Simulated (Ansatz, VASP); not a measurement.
## AgCl in VASP and in Ansatz

The input INCAR:

```
  PREC = Accurate
  ENCUT = 520
  EDIFF = 1E-7
  ISMEAR = 0
  SIGMA = 0.05
  LREAL = F
  LASPH = T
  NELM = 100
  ALGO = Normal
  ISIF = 2
  LWAVE = F
  LCHARG = F
  GGA = PS
  NBANDS = 16
```

File KPOINTS:

```
Automatic mesh
0
Gamma
  12 12 12
```

The input POSCAR:

```
AgCl
1.0
    3.2401227907     -0.0287662233     -0.0287662233
   -0.0287662233      3.2401227907     -0.0287662233
   -0.0287662233     -0.0287662233      3.2401227907
Ag Cl
1 1
Direct
    0.0000000000      0.0000000000      0.0000000000
    0.5000000000      0.5000000000      0.5000000000
```

Input for Ansatz:

```yaml
crystal:
  lattice:
    - [3.2401227907, -0.0287662233, -0.0287662233]
    - [-0.0287662233, 3.2401227907, -0.0287662233]
    - [-0.0287662233, -0.0287662233, 3.2401227907]
  atoms:
    - { symbol: Ag, position: [0.0, 0.0, 0.0] }
    - { symbol: Cl, position: [0.5, 0.5, 0.5] }
basis:
  ecutwfc: 420
kpoints:
  mp_grid: { grid: [12, 12, 12] }
hamiltonian:
  xc: pbesol
scf:
  occupations: { method: gaussian, width: 0.05 }
output:
  forces: true
  stress: true
  eigenvalues: true
```

Alike in both runs: task single point; functional PBEsol; k mesh 12 × 12 × 12; occupations gaussian, width 0.05 eV; no spin polarisation.

|  | VASP | Ansatz |
| --- | --- | --- |
| version | VASP 6.6.1 | Ansatz 0.2.0 |
| potentials or method | VASP PAW PBE potentials, release 64 (Ag, Cl), cutoff 520 eV | scalar-relativistic, plane waves, PAW |
| valence electrons in the cell | 18 | 26 |

```csv
,VASP,Ansatz,Ansatz less VASP
gap on the k mesh at the Fermi level (eV),0.46,0.46,-0.001
least direct gap on the mesh (eV),2.63,2.62,-0.003
pressure (GPa),6.6,6.8,+0.14
"traceless stress, the component that is largest in VASP (GPa)",-0.12,-0.11,+0.003
```

VASP's potentials were made for PBE, not for PBEsol. With one functional, cell and mesh, what is left measures potentials, basis and numerics. VASP's potentials hold 18 valence electrons a cell and Ansatz's 26, so a difference there can come from the potentials and not from the codes.
